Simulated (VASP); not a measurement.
A run of VASP 6.6.1 is set up as follows.

File POSCAR:

```
AlCu
1.0
    2.9975090000      0.0000000000      0.0000000000
    0.0000000000      2.9975090000      0.0000000000
    0.0000000000      0.0000000000      2.9975090000
Al Cu
1 1
Direct
    0.0834025853      0.0000000000      0.0000000000
    0.5000000000      0.5000000000      0.5000000000
```

INCAR.step1

```
PREC     = Accurate       # precision mode
ENCUT    = 520            # plane-wave cutoff, eV
ISMEAR   = 0              # smearing method
SIGMA    = 0.15           # smearing width, eV
LREAL    = F              # projectors in reciprocal space
LASPH    = T              # aspherical terms in the spheres
NELM     = 60             # most SCF steps
NBANDS   = 14             # bands
GGA      = PE             # functional
ALGO     = Normal         # electronic algorithm
EDIFF    = 1E-4           # SCF threshold, eV
LWAVE    = T              # write WAVECAR
LCHARG   = F              # write CHGCAR
```

File INCAR.step2:

```
PREC     = Accurate       # precision mode
ENCUT    = 520            # plane-wave cutoff, eV
EDIFF    = 1E-6           # SCF threshold, eV
ISMEAR   = 0              # smearing method
SIGMA    = 0.15           # smearing width, eV
LREAL    = F              # projectors in reciprocal space
LASPH    = T              # aspherical terms in the spheres
NELM     = 60             # most SCF steps
ALGO     = Normal         # electronic algorithm
ISIF     = 2              # what is computed and relaxed
LWAVE    = F              # write WAVECAR
LCHARG   = F              # write CHGCAR
METAGGA  = R2SCAN         # meta-GGA
LMIXTAU  = T            
NBANDS   = 14             # bands
ISTART   = 1
```

File KPOINTS:

```
Automatic mesh
0
Gamma
  16 16 16
```

Potentials or basis: VASP PAW PBE potentials, release 64 (Al, Cu).

Launch:

```sh
$ cat potpaw_PBE.64/Al/POTCAR potpaw_PBE.64/Cu/POTCAR > POTCAR
$ cp INCAR.step1 INCAR
$ mpirun -np 1 vasp_std > vasp.out
$ cp INCAR.step2 INCAR
$ mpirun -np 1 vasp_std > vasp.out
```

Task: Predict the pressure.

Result: -2.1 GPa.

Task: Predict the band gap on the k mesh.

Result: Zero (bands 7 and 8 overlap by 5.00 eV).

Forces in eV/Å, atoms in the order of the input:
```
Al  -0.995  0.000  0.000
Cu   0.995  0.000  0.000
```

Caveat: the cell differs from its parent crystal (all Al atoms moved -0.250 Å, as atom 1 towards its neighbour atom 1 (Al) at 2.998 Å); the PAW data sets were made with another functional, which shifts forces and pressure a little.
